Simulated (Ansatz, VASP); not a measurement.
**Si in VASP and in Ansatz**

INCAR

```
SYSTEM = Si
ALGO     = Normal         ! electronic algorithm
EDIFF    = 1E-7           ! SCF threshold, eV
ENCUT    = 520            ! plane-wave cutoff, eV
GGA      = PS             ! functional
ISIF     = 2              ! what is computed and relaxed
ISMEAR   = 0              ! smearing method
LASPH    = .TRUE.         ! aspherical terms in the spheres
LCHARG   = .FALSE.        ! write CHGCAR
LREAL    = .FALSE.        ! projectors in reciprocal space
LWAVE    = .FALSE.        ! write WAVECAR
NBANDS   = 26             ! bands
NELM     = 80             ! most SCF steps
PREC     = Accurate       ! precision mode
SIGMA    = 0.03           ! smearing width, eV
```

File KPOINTS:

```
k-points
0
G
  8 8 8
  0 0 0
```

File POSCAR:

```
Si
1.0
   -3.3221878745     -3.3221878745      1.9186812122
   -3.3221878745      3.3221878745     -1.9186812122
    3.3221878745     -3.3221878745     -5.7560436367
Si
8
Direct
    0.7162857205      0.2460696196      0.3198162014
    0.6425391386      0.9106347847      0.9106347847
    0.3574608614      0.0893652153      0.0893652153
    0.3574608614      0.5893652153      0.5893652153
    0.0000000000      0.7680956460      0.4106347847
    0.0000000000      0.2680956461      0.9106347847
    0.0000000000      0.7319043540      0.0893652153
    0.0000000000      0.2319043540      0.5893652153
```

Input for Ansatz:

```yaml
crystal:
  lattice:
    - [-3.3221878745, -3.3221878745, 1.9186812122]
    - [-3.3221878745, 3.3221878745, -1.9186812122]
    - [3.3221878745, -3.3221878745, -5.7560436367]
  atoms:
    - { symbol: Si, position: [0.7162857205, 0.2460696196, 0.3198162014] }
    - { symbol: Si, position: [0.6425391386, 0.9106347847, 0.9106347847] }
    - { symbol: Si, position: [0.3574608614, 0.0893652153, 0.0893652153] }
    - { symbol: Si, position: [0.3574608614, 0.5893652153, 0.5893652153] }
    - { symbol: Si, position: [0.0, 0.768095646, 0.4106347847] }
    - { symbol: Si, position: [0.0, 0.2680956461, 0.9106347847] }
    - { symbol: Si, position: [0.0, 0.731904354, 0.0893652153] }
    - { symbol: Si, position: [0.0, 0.231904354, 0.5893652153] }
basis:
  ecutwfc: 420
kpoints:
  mp_grid: { grid: [8, 8, 8] }
hamiltonian:
  xc: pbesol
  pseudopotentials: { kind: paw, azcp: { folder: soft_1 } }
scf:
  occupations: { method: gaussian, width: 0.03 }
output:
  forces: true
  stress: true
  eigenvalues: true
```

Alike in both runs: task single point; functional PBEsol; k mesh 8 × 8 × 8; occupations gaussian, width 0.03 eV; no spin polarisation.

|  | VASP | Ansatz |
| --- | --- | --- |
| version | VASP 6.6.1 | Ansatz 0.2.0 |
| potentials or method | VASP PAW PBE potentials, release 64 (Si), cutoff 520 eV | scalar-relativistic, plane waves, PAW |
| valence electrons in the cell | 32 | 32 |

```tsv
	VASP	Ansatz	Ansatz less VASP
gap on the k mesh at the Fermi level (eV)	none	none	-
pressure (GPa)	4.6	4.5	-0.08
traceless stress, the component that is largest in VASP (GPa)	6.83	6.82	-0.009
rms of the force components (eV/Å)	1.907	1.911	+0.0043
```

VASP's potentials were made for PBE, not for PBEsol, and Ansatz warns of the same on its side. Atom by atom the forces differ by 0.007 eV/Å (rms over components). A gap of «none» marks a metal or a gap that the smearing closes.
